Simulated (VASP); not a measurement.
# Mg (R-3m) in VASP: notebook, part 2 of 2

VASP 6.6.1. The steps go on from the part before.

## (3) Single point, PBE (equal xy, yz and zx shear strains of +1 %)

INCAR reads:

```
PREC = Accurate
ENCUT = 520
EDIFF = 1E-7
ISMEAR = -1
SIGMA = 0.03
LREAL = F
LASPH = T
NELM = 100
ALGO = Normal
ISIF = 2
LWAVE = F
LCHARG = T
GGA = PE
LELF = T
LVHAR = T
NBANDS = 7
```

KPOINTS reads:

```
Automatic mesh
0
Gamma
  16 16 16
```

POSCAR reads:

```
Mg
1.0
    0.0224425600      2.2554772800      2.2554772800
    2.2554772800      0.0224425600      2.2554772800
    2.2554772800      2.2554772800      0.0224425600
Mg
1
Direct
    0.0000000000      0.0000000000      0.0000000000
```

Potentials or basis: VASP PAW PBE potentials, release 64 (Mg).

Launch:

```
cat potpaw_PBE.64/Mg/POTCAR > POTCAR
mpirun -np 1 vasp_std > vasp.out
```

OUTCAR:

```text
PREC = Accurate
   ENCUT = 520
   EDIFF = 1E-7
   ISMEAR = -1
   LREAL = F
   LASPH = T
   NELM = 100
   ISIF = 2
   GGA = PE

 ion  position               nearest neighbor table
   1  0.000  0.000  0.000-

  LATTYP: Found a trigonal (rhomboedric) cell.
 ALAT       =     3.1898055097
 COS(alpha) =     0.5099250056

  Lattice vectors:

 A1 = (   0.0224425600,   2.2554772800,   2.2554772800)
 A2 = (   2.2554772800,   0.0224425600,   2.2554772800)
 A3 = (   2.2554772800,   2.2554772800,   0.0224425600)

Analysis of symmetry for initial positions (statically):
=====================================================================
 Subroutine PRICEL returns:
 Original cell was already a primitive cell.

 Routine SETGRP: Setting up the symmetry group for a
 trigonal (rhombohedral) supercell.

 Subroutine GETGRP returns: Found 12 space group operations
 (whereof 12 operations were pure point group operations)
 out of a pool of 12 trial point group operations.

The static configuration has the point symmetry D_3d.

Analysis of symmetry for dynamics (positions and initial velocities):
=====================================================================
 Subroutine PRICEL returns:
 Original cell was already a primitive cell.

 Routine SETGRP: Setting up the symmetry group for a
 trigonal (rhombohedral) supercell.

 Subroutine GETGRP returns: Found 12 space group operations
 (whereof 12 operations were pure point group operations)
 out of a pool of 12 trial point group operations.

The dynamic configuration has the point symmetry D_3d.

 Subroutine INISYM returns: Found 12 space group operations
 (whereof 12 operations are pure point group operations),
 and found     1 'primitive' translations

----------------------------------------------------------------------------------------

                                     Primitive cell

  volume of cell :      22.6055

  direct lattice vectors                    reciprocal lattice vectors
     0.022442560  2.255477280  2.255477280    -0.225019004  0.222802068  0.222802068
     2.255477280  0.022442560  2.255477280     0.222802068 -0.225019004  0.222802068
     2.255477280  2.255477280  0.022442560     0.222802068  0.222802068 -0.225019004

  length of vectors
     3.189805510  3.189805510  3.189805510     0.387188681  0.387188681  0.387188681

  position of ions in fractional coordinates (direct lattice)
     0.000000000  0.000000000  0.000000000

  ion indices of the primitive-cell ions
   primitive index   ion index
                 1           1

----------------------------------------------------------------------------------------

 KPOINTS: Automatic mesh

Automatic generation of k-mesh.
 Grid dimensions read from file:
 generate k-points for:   16   16   16

 Generating k-lattice:

  Cartesian coordinates                     Fractional coordinates (reciprocal lattice)
    -0.014063688  0.013925129  0.013925129     0.062500000  0.000000000 -0.000000000
     0.013925129 -0.014063688  0.013925129     0.000000000  0.062500000 -0.000000000
     0.013925129  0.013925129 -0.014063688     0.000000000  0.000000000  0.062500000

  Length of vectors
     0.024199293  0.024199293  0.024199293

  Shift w.r.t. Gamma in fractional coordinates (k-lattice)
     0.000000000  0.000000000  0.000000000

 Subroutine IBZKPT returns following result:
 ===========================================

 Found    417 irreducible k-points:

 Following reciprocal coordinates:
            Coordinates               Weight
  0.000000  0.000000  0.000000      1.000000
  0.062500  0.000000 -0.000000      6.000000
  0.125000  0.000000 -0.000000      6.000000
  0.187500  0.000000  0.000000      6.000000
  0.250000  0.000000 -0.000000      6.000000
  0.312500  0.000000  0.000000      6.000000
[... 16 lines left out ...]
 -0.125000  0.062500 -0.000000     12.000000
 -0.062500  0.062500  0.000000      6.000000
 [... further k-points ...]
   k-points           NKPTS =    417   k-points in BZ     NKDIM =    417   number of bands    NBANDS=      7
   number of dos      NEDOS =    301   number of ions     NIONS =      1
   total plane-waves  NPLWV =  13824
   dimension x,y,z NGX =    24 NGY =   24 NGZ =   24
   dimension x,y,z NGXF=    48 NGYF=   48 NGZF=   48
   ions per type =               1
   NGX,Y,Z   is equivalent  to a cutoff of  12.51, 12.51, 12.51 a.u.
   NGXF,Y,Z  is equivalent  to a cutoff of  25.02, 25.02, 25.02 a.u.
 SYSTEM =  unknown system
   PREC   = accura    normal or accurate (medium, high low for compatibility)
   ISTART =      0    job   : 0-new  1-cont  2-samecut
   ICHARG =      2    charge: 1-file 2-atom 10-const
   ISPIN  =      1    spin polarized calculation?
   LNONCOLLINEAR =      F non collinear calculations
   LSORBIT =      F    spin-orbit coupling
   LASPH  =      T    aspherical Exc in radial PAW
   ENCUT  =  520.0 eV  38.22 Ry    6.18 a.u.   5.93  5.93  5.93*2*pi/ulx,y,z
   NELM   =    100;   NELMIN=  2; NELMDL= -5     # of ELM steps
   EDIFF  = 0.1E-06   stopping-criterion for ELM
   LREAL  =      F    real-space projection
   EDIFFG = 0.1E-05   stopping-criterion for IOM
   NSW    =      0    number of steps for IOM
   IBRION =     -1    ionic relax: 0-MD 1-quasi-New 2-CG
   NFREE  =      0    steps in history (QN), initial steepest desc. (CG)
   ISIF   =      2    stress and relaxation
   ISYM   =      2    0-nonsym 1-usesym 2-fastsym
   POTIM  = 0.5000    time-step for ionic-motion
   TEBEG  =    0.0;   TEEND  =   0.0 temperature during run
   PSTRESS=    0.0 pullay stress
   NELECT =       2.0000    total number of electrons
   NUPDOWN=      -1.0000    fix difference up-down
   EMIN   =  10.00;   EMAX   =-10.00  energy-range for DOS
   EFERMI =   0.00;   METHOD = LEGACY
   ISMEAR =    -1;   SIGMA  =   0.03  broadening in eV -4-tet -1-fermi 0-gaus
   EFERMI_NEDOS =   21; number of points for ismear=-14 and -15
   IALGO  =     38    algorithm
   IMIX   =      4    mixing-type and parameters
     AMIX     =   0.40;   BMIX     =  1.00
     AMIX_MAG =   1.60;   BMIX_MAG =  1.00
  volume/ion in A,a.u.               =      22.61       152.55
  Fermi-wavevector in a.u.,A,eV,Ry     =   0.729480  1.378517  7.240214  0.532141
  Thomas-Fermi vector in A             =   1.821212
   LORBIT       =      0    0 simple, 1 ext, 2 COOP (PROOUT), +10 PAW based schemes
   GGA     = PE    functional components
[... 5 lines left out ...]
 non-spin polarized calculation
  energy-cutoff  :      520.00
  volume of cell :       22.61
 maximum number of plane-waves:       620
   NGX = 11   NGY = 11   NGZ = 11

 number of electron       2.0000000 magnetization

 Free energy of the ion-electron system (eV)
  ---------------------------------------------------
  ext. energy  EPLUGINS =         0.00000000
  ---------------------------------------------------
  free energy    TOTEN  =        -1.49098969 eV

  energy without entropy =       -1.48914691  energy(sigma->0) =       -1.49006830

 E-fermi :   2.6937     XC(G=0):  -8.5395

 val. band max:        2.6900154820   @ k =  -0.4375   0.4375   0.0000
 cond. band min:       2.6962156194   @ k =  -0.1250   0.4375   0.0625
 fundamental gap:      0.0062001374
 Fermi energy:         2.6937085271

 k-point     1 :       0.0000    0.0000    0.0000
  band No.  band energies     occupation
      1      -4.2848      2.00000
      2      14.8896      0.00000
      3      15.2913      0.00000
      4      15.2913      0.00000
      5      16.7829      0.00000
      6      17.3252      0.00000
      7      17.3252      0.00000

 k-point     2 :       0.0625    0.0000   -0.0000
  band No.  band energies     occupation
      1      -4.1964      2.00000
      2      13.8473      0.00000
      3      14.7361      0.00000
      4      15.0839      0.00000
      5      16.9849      0.00000
      6      17.4391      0.00000
      7      17.6815      0.00000
[... 201 lines left out ...]
 k-point    23 :      -0.1250    0.0625   -0.0000
  band No.  band energies     occupation
      1      -3.7250      2.00000
      2      11.0932      0.00000
      3      13.0148      0.00000
      4      15.2529      0.00000
      5      17.2194      0.00000
      6      17.7733      0.00000
      7      18.0778      0.00000

 k-point    24 :      -0.0625    0.0625    0.0000
  band No.  band energies     occupation
      1      -4.0486      2.00000
      2      12.9321      0.00000
      3      13.7092      0.00000
      4      15.2554      0.00000
      5      16.9707      0.00000
      6      17.5845      0.00000
      7      18.1623      0.00000

 [... further k-points ...]

------------------------ aborting loop because EDIFF is reached ----------------------------------------

  FORCE on cell =-STRESS in cart. coord.  units (eV):
  Direction    XX          YY          ZZ          XY          YZ          ZX
  --------------------------------------------------------------------------------------
  -------------------------------------------------------------------------------------
  Total        0.1012676      0.1012676      0.1012676     -0.0253054     -0.0253054     -0.0253054
  in kB        7.1773881      7.1773881      7.1773881     -1.7935297     -1.7935297     -1.7935297
  external PRESSURE =       7.1773881 kB  Pullay stress =       0.0000000 kB

 VOLUME and BASIS-vectors are now :
 -----------------------------------------------------------------------------
  energy-cutoff  :      520.00
  volume of cell :       22.61
      direct lattice vectors                 reciprocal lattice vectors
     0.022442560  2.255477280  2.255477280    -0.225019004  0.222802068  0.222802068
     2.255477280  0.022442560  2.255477280     0.222802068 -0.225019004  0.222802068
     2.255477280  2.255477280  0.022442560     0.222802068  0.222802068 -0.225019004

 POSITION                                       TOTAL-FORCE (eV/Angst)
 -----------------------------------------------------------------------------------
      0.00000      0.00000      0.00000         0.000000      0.000000     -0.000000
 -----------------------------------------------------------------------------------
    total drift:                                0.000000     -0.000000     -0.000000

  FREE ENERGIE OF THE ION-ELECTRON SYSTEM (eV)
  ---------------------------------------------------
  free  energy   TOTEN  =        -1.4909896851 eV

  energy  without entropy=       -1.4891469137  energy(sigma->0) =       -1.49006830
```

stdout:

```text
POSCAR found type information on POSCAR Mg
 POSCAR found :  1 types and       1 ions
 scaLAPACK will be used
 LDA part: xc-table for (Slater+PW92), standard interpolation
 POSCAR, INCAR and KPOINTS ok, starting setup
 FFT: planning ... GRIDC
 FFT: planning ... GRID_SOFT
 FFT: planning ... GRID
 WAVECAR not read
 entering main loop
```

It took 24 s on 1 thread of Intel Xeon Platinum 8488C (Sapphire Rapids), shared host; peak memory 0.19 GiB.

Results:

| Quantity | Value |
| --- | --- |
| Free energy | -1.4910 eV |
| Pressure | 0.7 GPa |
| Band gap on the k mesh | zero (band 1 reaches 4.13 eV, above the bottom of band 2 at 1.28 eV) |

Levels at points of the mesh, in eV from the Fermi level:
```tsv
k point	band 1	band 2	band 3	band 4	band 5	band 6
(0.00, 0.00, 0.00)	-6.98	12.20	12.60	12.60	14.09	14.63
(0.50, 0.00, 0.00)	-1.70	-1.23	11.18	11.45	12.09	12.26
(0.50, 0.50, 0.00)	-0.22	0.82	6.13	6.89	7.19	9.95
(0.50, 0.50, 0.50)	-1.80	-1.41	11.51	11.51	12.46	12.46
```

Caveat: the cell differs from its parent crystal (equal xy, yz and zx shear strains of +1 %).

## (4) Single point, PBE (equal xy, yz and zx shear strains of +3 %)

INCAR is that of step 3.

KPOINTS is that of step 3.

POSCAR reads:

```
Mg
1.0
    0.0673276800      2.2779198400      2.2779198400
    2.2779198400      0.0673276800      2.2779198400
    2.2779198400      2.2779198400      0.0673276800
Mg
1
Direct
    0.0000000000      0.0000000000      0.0000000000
```

Launch:

```
cat potpaw_PBE.64/Mg/POTCAR > POTCAR
mpirun -np 1 vasp_std > vasp.out
```

Run time: 24 s. Hardware: 1 thread of Intel Xeon Platinum 8488C (Sapphire Rapids), shared host; peak memory 0.19 GiB.

Results (log left out):

| Property | Result |
| --- | --- |
| Free energy | -1.4877 eV |
| Pressure | 0.8 GPa |
| Band gap on the k mesh | zero (band 1 reaches 4.07 eV, above the bottom of band 2 at 1.01 eV) |

Stress tensor (GPa, compression positive):
```
 0.84 -0.66 -0.66
-0.66  0.84 -0.66
-0.66 -0.66  0.84
```

Levels at points of the mesh, in eV from the Fermi level:
| k point | band 1 | band 2 | band 3 | band 4 | band 5 | band 6 |
| --- | --- | --- | --- | --- | --- | --- |
| (0.00, 0.00, 0.00) | -6.99 | 11.65 | 12.86 | 12.86 | 13.25 | 14.95 |
| (0.50, 0.00, 0.00) | -1.65 | -1.14 | 10.82 | 11.63 | 11.73 | 12.29 |
| (0.50, 0.50, 0.00) | -0.22 | 0.82 | 6.09 | 6.61 | 7.49 | 9.99 |
| (0.50, 0.50, 0.50) | -1.94 | -1.69 | 11.79 | 11.79 | 12.87 | 12.87 |

Caveat: the cell differs from its parent crystal (equal xy, yz and zx shear strains of +3 %).

## (5) Overview

| cell | gap on the mesh (eV) | pressure (GPa) |
| --- | --- | --- |
| a = 3.142 Å, angles 61.3°, 1 atom | none | 0.8 |
| a = 3.190 Å, angles 59.3°, 1 atom | none | 0.7 |
| a = 3.222 Å, angles 58.0°, 1 atom | none | 0.8 |

Alike in all rows: task single point; level PBE; potentials or basis VASP PAW PBE potentials, release 64 (Mg); no spin polarisation; k mesh 16 × 16 × 16; cutoff (eV) 520; smearing fermi-dirac 0.03 eV.

Absolute energies hang on the potentials; compare differences alone.
